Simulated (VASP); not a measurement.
# Re (P6_3/mmc) in VASP: notebook

Re is run at these levels: LDA; tasks: single point, relaxation of cell and atoms.

Program: VASP 6.6.1. These are calculated values, not measurements. Logs are shortened: lines on timing, memory, paths and dates and some standing lists are left out, and cuts for length are marked.

## Step 1: The cell of the first run

The structure is hexagonal, space group P6_3/mmc (No. 194). The conventional cell has a = 2.751 Å, b = 2.751 Å, c = 4.431 Å, α = 90.00°, β = 90.00°, γ = 120.00°. Within 3.6 Å of Re (site symmetry -6m2) lie 12 Re at 2.73 to 2.75 Å.

## Step 2: Single point, LDA

Input file INCAR:

```
PREC = Accurate
ENCUT = 520
EDIFF = 1E-6
ISMEAR = -1
SIGMA = 0.1
LREAL = False
LASPH = True
NELM = 80
ALGO = Normal
ISIF = 2
LWAVE = False
LCHARG = False
GGA = CA
NBANDS = 14
```

Input file KPOINTS:

```
Automatic mesh
0
Gamma
  16 16 9
```

Input file POSCAR:

```
Re
1.0
    2.7505578071      0.0000000000      0.0000000000
   -1.3752789035      2.3820529355      0.0000000000
    0.0000000000      0.0000000000      4.4307965193
Re
2
Direct
    0.3333333333      0.6666666667      0.2500000000
    0.6666666667      0.3333333333      0.7500000000
```

Potentials or basis: VASP PAW LDA potentials, release 64 (Re).

The run is started by

```bash
$ cat potpaw_LDA.64/Re/POTCAR > POTCAR
$ mpirun -np 1 vasp_std > vasp.out
```

OUTCAR:

```text
PREC = Accurate
   ENCUT = 520
   EDIFF = 1E-6
   ISMEAR = -1
   LREAL = False
   LASPH = True
   NELM = 80
   ISIF = 2
   GGA = CA

 ion  position               nearest neighbor table
   1  0.333  0.667  0.250-   2 2.73   2 2.73   2 2.73   2 2.73   2 2.73   2 2.73
   2  0.667  0.333  0.750-   1 2.73   1 2.73   1 2.73   1 2.73   1 2.73   1 2.73

  LATTYP: Found a hexagonal cell.
 ALAT       =     2.7505578071
 C/A-ratio  =     1.6108719867

  Lattice vectors:

 A1 = (   2.7505578071,   0.0000000000,   0.0000000000)
 A2 = (  -1.3752789035,   2.3820529355,   0.0000000000)
 A3 = (   0.0000000000,   0.0000000000,   4.4307965193)

Analysis of symmetry for initial positions (statically):
=====================================================================
 Subroutine PRICEL returns:
 Original cell was already a primitive cell.

 Routine SETGRP: Setting up the symmetry group for a
 hexagonal supercell.

 Subroutine GETGRP returns: Found 24 space group operations
 (whereof 12 operations were pure point group operations)
 out of a pool of 24 trial point group operations.

The static configuration has the point symmetry D_3d.
 The point group associated with its full space group is D_6h.

Analysis of symmetry for dynamics (positions and initial velocities):
=====================================================================
 Subroutine PRICEL returns:
 Original cell was already a primitive cell.

 Routine SETGRP: Setting up the symmetry group for a
 hexagonal supercell.

 Subroutine GETGRP returns: Found 24 space group operations
 (whereof 12 operations were pure point group operations)
 out of a pool of 24 trial point group operations.

The dynamic configuration has the point symmetry D_3d.
 The point group associated with its full space group is D_6h.

 Subroutine INISYM returns: Found 24 space group operations
 (whereof 12 operations are pure point group operations),
 and found     1 'primitive' translations

----------------------------------------------------------------------------------------

                                     Primitive cell

  volume of cell :      29.0305

  direct lattice vectors                    reciprocal lattice vectors
     2.750557807  0.000000000  0.000000000     0.363562619  0.209902976  0.000000000
    -1.375278903  2.382052935  0.000000000     0.000000000  0.419805952  0.000000000
     0.000000000  0.000000000  4.430796519     0.000000000  0.000000000  0.225693054

  length of vectors
     2.750557807  2.750557807  4.430796519     0.419805952  0.419805952  0.225693054

  position of ions in fractional coordinates (direct lattice)
     0.333333333  0.666666667  0.250000000
     0.666666667  0.333333333  0.750000000

  ion indices of the primitive-cell ions
   primitive index   ion index
                 1           1
                 2           2

----------------------------------------------------------------------------------------

 KPOINTS: Automatic mesh

Automatic generation of k-mesh.
 Grid dimensions read from file:
 generate k-points for:   16   16    9

 Generating k-lattice:

  Cartesian coordinates                     Fractional coordinates (reciprocal lattice)
     0.022722664  0.013118936  0.000000000     0.062500000 -0.000000000  0.000000000
     0.000000000  0.026237872  0.000000000     0.000000000  0.062500000  0.000000000
     0.000000000  0.000000000  0.025077006     0.000000000  0.000000000  0.111111111

  Length of vectors
     0.026237872  0.026237872  0.025077006

  Shift w.r.t. Gamma in fractional coordinates (k-lattice)
     0.000000000  0.000000000  0.000000000

 Subroutine IBZKPT returns following result:
 ===========================================

 Found    150 irreducible k-points:

 Following reciprocal coordinates:
            Coordinates               Weight
  0.000000  0.000000  0.000000      1.000000
  0.062500  0.000000  0.000000      6.000000
  0.125000  0.000000  0.000000      6.000000
  0.187500 -0.000000  0.000000      6.000000
  0.250000  0.000000  0.000000      6.000000
  0.312500  0.000000  0.000000      6.000000
[... 16 lines left out ...]
  0.187500  0.187500  0.000000      6.000000
  0.250000  0.187500  0.000000     12.000000
 [... further k-points ...]
   k-points           NKPTS =    150   k-points in BZ     NKDIM =    150   number of bands    NBANDS=     14
   number of dos      NEDOS =    301   number of ions     NIONS =      2
   total plane-waves  NPLWV =  14400
   dimension x,y,z NGX =    20 NGY =   20 NGZ =   36
   dimension x,y,z NGXF=    40 NGYF=   40 NGZF=   72
   ions per type =               2
   NGX,Y,Z   is equivalent  to a cutoff of  12.09, 12.09, 13.51 a.u.
   NGXF,Y,Z  is equivalent  to a cutoff of  24.18, 24.18, 27.01 a.u.
 SYSTEM =  unknown system
   PREC   = accura    normal or accurate (medium, high low for compatibility)
   ISTART =      0    job   : 0-new  1-cont  2-samecut
   ICHARG =      2    charge: 1-file 2-atom 10-const
   ISPIN  =      1    spin polarized calculation?
   LNONCOLLINEAR =      F non collinear calculations
   LSORBIT =      F    spin-orbit coupling
   LASPH  =      T    aspherical Exc in radial PAW
   ENCUT  =  520.0 eV  38.22 Ry    6.18 a.u.   5.11  5.11  8.24*2*pi/ulx,y,z
   NELM   =     80;   NELMIN=  2; NELMDL= -5     # of ELM steps
   EDIFF  = 0.1E-05   stopping-criterion for ELM
   LREAL  =      F    real-space projection
   EDIFFG = 0.1E-04   stopping-criterion for IOM
   NSW    =      0    number of steps for IOM
   IBRION =     -1    ionic relax: 0-MD 1-quasi-New 2-CG
   NFREE  =      0    steps in history (QN), initial steepest desc. (CG)
   ISIF   =      2    stress and relaxation
   ISYM   =      2    0-nonsym 1-usesym 2-fastsym
   POTIM  = 0.5000    time-step for ionic-motion
   TEBEG  =    0.0;   TEEND  =   0.0 temperature during run
   PSTRESS=    0.0 pullay stress
   NELECT =      14.0000    total number of electrons
   NUPDOWN=      -1.0000    fix difference up-down
   EMIN   =  10.00;   EMAX   =-10.00  energy-range for DOS
   EFERMI =   0.00;   METHOD = LEGACY
   ISMEAR =    -1;   SIGMA  =   0.10  broadening in eV -4-tet -1-fermi 0-gaus
   EFERMI_NEDOS =   21; number of points for ismear=-14 and -15
   IALGO  =     38    algorithm
   IMIX   =      4    mixing-type and parameters
     AMIX     =   0.40;   BMIX     =  1.00
     AMIX_MAG =   1.60;   BMIX_MAG =  1.00
  volume/ion in A,a.u.               =      14.52        97.95
  Fermi-wavevector in a.u.,A,eV,Ry     =   1.283806  2.426042 22.424560  1.648159
  Thomas-Fermi vector in A             =   2.416037
   LORBIT       =      0    0 simple, 1 ext, 2 COOP (PROOUT), +10 PAW based schemes
   GGA     = CA    functional components
   LHFCALC =     F    Hartree Fock is set to
   AEXX    =    0.0000 exact exchange contribution
   IVDW    =     0    specifies the selected vdW correction
   LEPSILON=     F    determine dielectric tensor
   LRPA    =     F    only Hartree local field effects (RPA)
 non-spin polarized calculation
  energy-cutoff  :      520.00
  volume of cell :       29.03
 maximum number of plane-waves:       793
   NGX = 11   NGY = 11   NGZ = 17

 number of electron      14.0000001 magnetization

 Free energy of the ion-electron system (eV)
  ---------------------------------------------------
  ext. energy  EPLUGINS =         0.00000000
  ---------------------------------------------------
  free energy    TOTEN  =       -27.55313882 eV

  energy without entropy =      -27.50020621  energy(sigma->0) =      -27.52667252

 E-fermi :   8.0247     XC(G=0): -13.9148

 val. band max:        8.0081586507   @ k =   0.3750   0.0625   0.2222
 cond. band min:       8.0304900336   @ k =   0.1250   0.0000   0.0000
 fundamental gap:      0.0223313829
 Fermi energy:         8.0246951272

 k-point     1 :       0.0000    0.0000    0.0000
  band No.  band energies     occupation
      1      -1.8673      2.00000
      2       1.3140      2.00000
      3       6.3750      2.00000
      4       6.3750      2.00000
      5       6.4133      2.00000
      6       7.2369      1.99924
      7       7.2369      1.99924
      8       8.1610      0.40756
      9       8.1610      0.40756
     10       8.8219      0.00069
     11      11.4304      0.00000
     12      11.4304      0.00000
     13      18.2602      0.00000
     14      22.2375      0.00000

 k-point     2 :       0.0625    0.0000    0.0000
  band No.  band energies     occupation
      1      -1.7042      2.00000
      2       1.4671      2.00000
      3       5.9616      2.00000
      4       6.5245      2.00000
      5       6.7731      1.99999
      6       7.1221      1.99976
      7       7.3783      1.99689
      8       7.8603      1.67601
      9       8.0338      0.95466
     10       8.3680      0.06256
     11      11.5185      0.00000
     12      12.1951      0.00000
     13      18.2564      0.00000
     14      22.6025      0.00000

 k-point     3 :       0.1250    0.0000    0.0000
  band No.  band energies     occupation
      1      -1.2334      2.00000
      2       1.8878      2.00000
      3       5.4638      2.00000
      4       6.7720      1.99999
      5       6.7997      1.99999
      6       6.9662      1.99995
      7       7.2497      1.99914
      8       7.7097      1.91779
      9       7.7945      1.81815
     10       8.0305      0.97103
     11      11.7293      0.00000
     12      13.6425      0.00000
     13      18.1961      0.00000
     14      23.5872      0.00000
[... 324 lines left out ...]
 k-point    23 :       0.1875    0.1875    0.0000
  band No.  band energies     occupation
      1       1.6215      2.00000
      2       3.6441      2.00000
      3       3.8285      2.00000
      4       4.0002      2.00000
      5       5.8785      2.00000
      6       6.3691      2.00000
      7       7.4222      1.99518
      8       8.7046      0.00223
      9      10.3355      0.00000
     10      11.3725      0.00000
     11      11.9706      0.00000
     12      17.6056      0.00000
     13      19.0418      0.00000
     14      21.4171      0.00000

 k-point    24 :       0.2500    0.1875    0.0000
  band No.  band energies     occupation
      1       2.4131      2.00000
      2       3.3110      2.00000
      3       3.4722      2.00000
      4       4.2961      2.00000
      5       5.6870      2.00000
      6       6.7623      1.99999
      7       7.0625      1.99987
      8       9.3185      0.00000
      9      11.2548      0.00000
     10      11.9357      0.00000
     11      12.6359      0.00000
     12      17.7448      0.00000
     13      19.4021      0.00000
     14      20.2024      0.00000

 [... further k-points ...]
[... 5 lines left out ...]
  --------------------------------------------------------------------------------------
  -------------------------------------------------------------------------------------
  Total       -0.6184341     -0.6184341     -0.6556493     -0.0000000      0.0000000     -0.0000000
  in kB      -34.1310805    -34.1310805    -36.1849681     -0.0000000      0.0000000     -0.0000000
  external PRESSURE =     -34.8157097 kB  Pullay stress =       0.0000000 kB

 VOLUME and BASIS-vectors are now :
 -----------------------------------------------------------------------------
  energy-cutoff  :      520.00
  volume of cell :       29.03
      direct lattice vectors                 reciprocal lattice vectors
     2.750557807  0.000000000  0.000000000     0.363562619  0.209902976  0.000000000
    -1.375278903  2.382052935  0.000000000     0.000000000  0.419805952  0.000000000
     0.000000000  0.000000000  4.430796519     0.000000000  0.000000000  0.225693054

 POSITION                                       TOTAL-FORCE (eV/Angst)
 -----------------------------------------------------------------------------------
     -0.00000      1.58804      1.10770         0.000000      0.000000      0.000000
      1.37528      0.79402      3.32310        -0.000000      0.000000      0.000000
 -----------------------------------------------------------------------------------
    total drift:                               -0.000000      0.000000     -0.000000

  FREE ENERGIE OF THE ION-ELECTRON SYSTEM (eV)
  ---------------------------------------------------
  free  energy   TOTEN  =       -27.5531388164 eV

  energy  without entropy=      -27.5002062136  energy(sigma->0) =      -27.52667252
```

Run time: 69 s. Hardware: 1 thread of Oxide Virtual Turin-like, shared host; peak memory 0.13 GiB.

Results:

* Free energy: -27.5531 eV
* Pressure: -3.5 GPa
* Band gap on the k mesh: zero (bands 7 and 8 overlap by 3.45 eV)

Caveat: the cell stands under tension; spin-orbit coupling is left out, which moves the levels of the heavy elements.

## Step 3: Relaxation of cell and atoms, LDA, target pressure -4.8 GPa, at which the enthalpy is minimised

Input file INCAR:

```
  ALGO = Normal
  EDIFF = 1E-7
  EDIFFG = -0.005
  ENCUT = 600
  GGA = CA
  IBRION = 2
  ISIF = 3
  ISMEAR = -1
  LASPH = True
  LCHARG = False
  LREAL = False
  LWAVE = False
  NELM = 60
  NSW = 32
  PREC = Accurate
  PSTRESS = -48.0
  SIGMA = 0.1
```

Input file KPOINTS:

```
k-points
0
Gamma
  16 16 9
```

Input file POSCAR:

```
Re
1.0
    2.7504026550      0.0000000000      0.0000000000
   -1.3752013275      2.3819185699      0.0000000000
    0.0000000000      0.0000000000      4.4306018460
Re
2
Direct
    0.3333333333      0.6666666667      0.2500000000
    0.6666666667      0.3333333333      0.7500000000
```

Potentials or basis: VASP PAW LDA potentials, release 64 (Re).

The run is started by

```bash
$ cat potpaw_LDA.64/Re/POTCAR > POTCAR
$ mpirun -np 1 vasp_std > vasp.out
```

It took 3.3 min on 1 thread of Oxide Virtual Turin-like, shared host; peak memory 0.16 GiB.

It converged, with:

| Quantity | Value |
| --- | --- |
| Free energy | -27.5520 eV |
| Relaxed volume | 14.57 Å³/atom |
| Relaxed cell | a = 2.754 Å, b = 2.754 Å, c = 4.435 Å, α = 90.00°, β = 90.00°, γ = 120.00° |
| Space group after relaxing (to 0.1 Å) | P6_3/mmc (No. 194) |
| Energy change on relaxing (the run minimises the enthalpy) | +1.4 meV/atom |
| Ionic steps | 6 |
| Pressure after relaxing | -4.8 GPa |
| Band gap on the k mesh | zero (bands 7 and 8 overlap by 3.43 eV) |

Step by step:
```
step  energy change (eV)  largest force (eV/Å)  pressure (GPa)  volume (Å³)
   1              0.0000                0.0000           -3.31        29.03
   2              0.0253                0.0000          -10.71        29.60
   3              0.0028                0.0000           -4.82        29.14
   4              0.0028                0.0000           -4.80        29.14
   5              0.0027                0.0000           -4.78        29.13
   6              0.0027                0.0000           -4.78        29.13
```

Final structure:
```xyz
2
Lattice="2.7543 0.0000 0.0000 -1.3771 2.3853 0.0000 0.0000 0.0000 4.4347" Properties=species:S:1:pos:R:3 pbc="T T T"
Re    0.0000    1.5902    1.1087
Re    1.3771    0.7951    3.3260
```

Levels at points of the mesh, in eV from the Fermi level:
```csv
k point,band 5,band 6,band 7,band 8,band 9,band 10
"(0.00, 0.00, 0.00)",-1.60,-0.78,-0.78,0.13,0.13,0.79
"(0.50, 0.00, 0.00)",-1.68,-1.36,-0.59,3.98,4.44,4.54
```

Caveat: the cell is relaxed towards a set pressure, so the run minimises the enthalpy, not the energy; spin-orbit coupling is left out, which moves the levels of the heavy elements.

## Step 4: Relaxation of cell and atoms, LDA, target pressure -4.8 GPa, at which the enthalpy is minimised

This run uses another cell than the first one, of 14.56 Å³/atom.

Input file INCAR:

```
ALGO = Normal
EDIFF = 1E-6
EDIFFG = -0.005
ENCUT = 600
GGA = CA
IBRION = 2
ISIF = 3
ISMEAR = -1
LASPH = True
LCHARG = False
LREAL = False
LWAVE = False
NELM = 60
NSW = 60
PREC = Accurate
PSTRESS = -48.0
SIGMA = 0.1
```

KPOINTS is that of step 3.

Input file POSCAR:

```
Re
1.0
    2.7484241271      0.0000000000      0.0000000000
   -1.3742120635      2.3802051144      0.0000000000
    0.0000000000      0.0000000000      4.4524470858
Re
2
Direct
    0.3333333333      0.6666666667      0.2500000000
    0.6666666667      0.3333333333      0.7500000000
```

The run is started by

```bash
$ cat potpaw_LDA.64/Re/POTCAR > POTCAR
$ mpirun -np 1 vasp_std > vasp.out
```

It took 2.9 min on 1 thread of Oxide Virtual Turin-like, shared host; peak memory 0.15 GiB.

It converged, with:

```yaml
Free_energy: -27.5519 eV
Relaxed_volume: 14.57 Å³/atom
Relaxed_cell: a = 2.754 Å, b = 2.754 Å, c = 4.435 Å, α = 90.00°, β = 90.00°, γ = 120.00°
Space_group_after_relaxing_to_0.1_Å: P6_3/mmc (No. 194)
Energy_change_on_relaxing_the_run_minimises_the_enthalpy: -0.4 meV/atom
Ionic_steps: 6
Pressure_after_relaxing: -4.8 GPa
Band_gap_on_the_k_mesh: zero (bands 7 and 8 overlap by 3.43 eV)
```

The path:
```
step  energy change (eV)  largest force (eV/Å)  pressure (GPa)  volume (Å³)
   1              0.0000                0.0000           -4.68        29.13
   2              0.0012                0.0000           -5.22        29.17
   3             -0.0003                0.0000           -4.97        29.15
   4             -0.0003                0.0000           -4.97        29.15
   5             -0.0020                0.0000           -4.18        29.09
   6             -0.0007                0.0000           -4.79        29.14
```

Final structure:
```
Re
1.0
     2.75418    0.00000    0.00000
    -1.37709    2.38519    0.00000
     0.00000    0.00000    4.43517
Re
2
Direct
  0.33333 0.66667 0.25000
  0.66667 0.33333 0.75000
```

Levels at points of the mesh, in eV from the Fermi level:
```
           k point  band 3  band 4  band 5  band 6  band 7  band 8  band 9  band 10  band 11
(0.00, 0.00, 0.00)   -1.64   -1.64   -1.60   -0.78   -0.78    0.13    0.13     0.79     3.39
(0.50, 0.00, 0.00)   -5.31   -2.02   -1.68   -1.36   -0.59    3.98    4.44     4.54     6.16
```

Caveat: the cell is relaxed towards a set pressure, so the run minimises the enthalpy, not the energy; spin-orbit coupling is left out, which moves the levels of the heavy elements.

## Step 5: Summary

```tsv
task	cell	cutoff (eV)	gap on the mesh (eV)	pressure (GPa)
single point	a = 2.751, b = 2.751, c = 4.431 Å, angles 90.0, 90.0, 120.0°, 2 atoms	520	none	-3.5
relaxation of cell and atoms	relaxed to -4.8 GPa from a = 2.750, b = 2.750, c = 4.431 Å, angles 90.0, 90.0, 120.0°, 2 atoms	600	none	-4.8
relaxation of cell and atoms	relaxed to -4.8 GPa from a = 2.748, b = 2.748, c = 4.452 Å, angles 90.0, 90.0, 120.0°, 2 atoms	600	none	-4.8
```

Alike in all rows: level LDA; potentials or basis VASP PAW LDA potentials, release 64 (Re); no spin polarisation; k mesh 16 × 16 × 9; smearing fermi-dirac 0.1 eV.

Caveats: spin-orbit coupling is left out, which moves the levels of the heavy elements; the cell is relaxed towards a set pressure, so the run minimises the enthalpy, not the energy (at least some runs); the cell stands under tension (at least some runs).

Absolute energies hang on the potentials; compare differences alone.

The gap in the log of VASP goes by the Fermi energy; the results here count the filled bands.